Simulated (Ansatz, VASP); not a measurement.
**GaSb in VASP and in Ansatz**

```xyz
2
Lattice="-2.9596 2.9596 1.7076 2.9596 -2.9596 1.7076 2.9596 2.9596 -1.7076" Properties=species:S:1:pos:R:3 pbc="T T T"
Ga    2.9596    0.0000    0.8538
Sb    0.0000    0.0000    0.0000
```

Alike in both runs: task single point; functional PBE; k mesh 16 × 16 × 16; occupations gaussian, width 0.15 eV; no spin polarisation.

|  | VASP | Ansatz |
| --- | --- | --- |
| version | VASP 6.6.1 | Ansatz 0.2.0 |
| potentials or method | VASP PAW PBE potentials, release 64 (Ga_d, Sb), cutoff 520 eV | scalar-relativistic, plane waves, PAW |
| valence electrons in the cell | 18 | 28 |

VASP gave:

| Property | Result |
| --- | --- |
| gap on the k mesh at the Fermi level (eV) | none |
| pressure (GPa) | -6.6 |
| traceless stress, the component that is largest in VASP (GPa) | 0.33 |

Problem. Which values does Ansatz return?

Solution. gap on the k mesh at the Fermi level (eV): none; pressure (GPa): -6.5; traceless stress, the component that is largest in VASP (GPa): 0.35.

A gap of «none» marks a metal or a gap that the smearing closes. With one functional, cell and mesh, what is left measures potentials, basis and numerics. VASP's potentials hold 18 valence electrons a cell and Ansatz's 28, so a difference there can come from the potentials and not from the codes.

Neither program's run includes spin-orbit coupling.
